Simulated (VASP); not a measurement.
Input of a VASP 6.6.1 run:

Contents of INCAR:

```
SYSTEM = WC
  PREC = Accurate
  ENCUT = 600
  EDIFF = 1E-6
  ISMEAR = -1
  SIGMA = 0.05
  LREAL = .FALSE.
  LASPH = .TRUE.
  NELM = 80
  ALGO = Normal
  ISIF = 3
  LWAVE = .FALSE.
  LCHARG = .FALSE.
  GGA = PS
  IBRION = 2
  NSW = 60
  EDIFFG = -0.01
  PSTRESS = 20.0
```

The input KPOINTS:

```
regular mesh
0
G
  10 10 9
  0 0 0
```

Contents of POSCAR:

```
WC
1.0
    2.9065000000      0.0000000000      0.0000000000
   -1.4532500000      2.5171028361      0.0000000000
    0.0000000000      0.0000000000      2.8366000000
W C
1 1
Direct
    0.0000000000      0.0000000000      0.0000000000
    0.6666666667      0.3333333333      0.5000000000
```

Potentials or basis: VASP PAW PBE potentials, release 64 (W_sv, C).

Launch:

```bash
$ cat potpaw_PBE.64/W_sv/POTCAR potpaw_PBE.64/C/POTCAR > POTCAR
$ mpirun -np 1 vasp_std > vasp.out
```

**Question.** What does it give for the band gap on the k mesh?

**Answer.** Zero (band 9 reaches 11.76 eV, above the bottom of band 10 at 10.52 eV).

**Question.** Estimate the relaxed cell.

**Answer.** a = 2.897 Å, b = 2.897 Å, c = 2.825 Å, α = 90.00°, β = 90.00°, γ = 120.00°.

**Question.** Predict the relaxed volume.

**Answer.** 10.27 Å³/atom.

Final structure:
```
W C
1.0
     2.89726    0.00000    0.00000
    -1.44863    2.50910    0.00000
     0.00000    0.00000    2.82504
W C
1 1
Direct
  0.00000 0.00000 0.00000
  0.66667 0.33333 0.50000
```

Caveat: the cell is relaxed towards a set pressure, so the enthalpy falls and the energy may rise; the PAW data sets were made with another functional, which shifts forces and pressure a little; spin-orbit coupling is left out, which moves the levels of the heavy elements.
